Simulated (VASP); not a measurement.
Crystal: LiBr.

```xyz
2
Lattice="0.0000 2.8221 2.8221 2.8221 0.0000 2.8221 2.8221 2.8221 0.0000" Properties=species:S:1:pos:R:3 pbc="T T T"
Li    0.0000    0.0000    0.0000
Br    2.8221    2.8221    2.8221
```

- Program: VASP 6.6.1
- Task: relaxation of cell and atoms
- Functional: PBE
- Potentials or basis: VASP PAW PBE potentials, release 64 (Li_sv, Br)
- Cutoff: 750 eV
- k mesh: 8 × 8 × 8
- Occupations: fermi-dirac, width 0.02 eV
- Spin: no spin polarisation

At the start: pressure -1.6 GPa; volume 22.48 Å³/atom.

Task: Where does the relaxation end?

Result: Over 4 steps the energy falls by 8.6 meV/atom and the volume is 20.88 Å³/atom (-7.1 %); space group Fm-3m (No. 225, to 0.1 Å) before and after.

The path:
| step | energy change (eV) | largest force (eV/Å) | pressure (GPa) | volume (Å³) |
| --- | --- | --- | --- | --- |
| 1 | 0.0000 | 0.0000 | -1.61 | 44.95 |
| 2 | -0.0118 | 0.0000 | -0.96 | 43.50 |
| 3 | -0.0171 | 0.0000 | -0.12 | 41.96 |
| 4 | -0.0172 | 0.0000 | 0.01 | 41.76 |

Final structure:
```
Li Br
1.0
     0.00000    2.75367    2.75367
     2.75367    0.00000    2.75367
     2.75367    2.75367    0.00000
Li Br
1 1
Cartesian
  5.5073 5.5073 5.5073
  2.7537 2.7537 2.7537
```
